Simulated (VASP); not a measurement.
Crystal: AgBr.

```
Ag Br
1.0
     0.00000    2.89276    2.89276
     2.89276    0.00000    2.89276
     2.89276    2.89276    0.00000
Ag Br
1 1
Cartesian
  0.0000 0.0000 0.0000
  2.8928 2.8928 2.8928
```

Base run:

* Program: VASP 6.6.1
* Functional: r2SCAN
* Potentials or basis: VASP PAW PBE potentials, release 64 (Ag, Br)
* Cutoff: 550 eV
* k mesh: 8 × 8 × 8
* Occupations: gaussian, width 0.01 eV
* Spin: no spin polarisation

Its results: band gap on the k mesh 1.25 eV, indirect (least direct gap 3.19 eV); pressure -0.1 GPa.

Question: The run is repeated on the same cell with these changes: functional from r2SCAN to PBE; cutoff from 550 eV to 500 eV; occupations from gaussian, width 0.01 eV to fermi-dirac, width 0.02 eV. What comes out?

Answer: Band gap on the k mesh 0.68 eV, indirect (least direct gap 2.53 eV); pressure 1.2 GPa.

Caveats: the PAW data sets were made with another functional, which shifts forces and pressure a little (some runs).

A k mesh can miss the band edges.
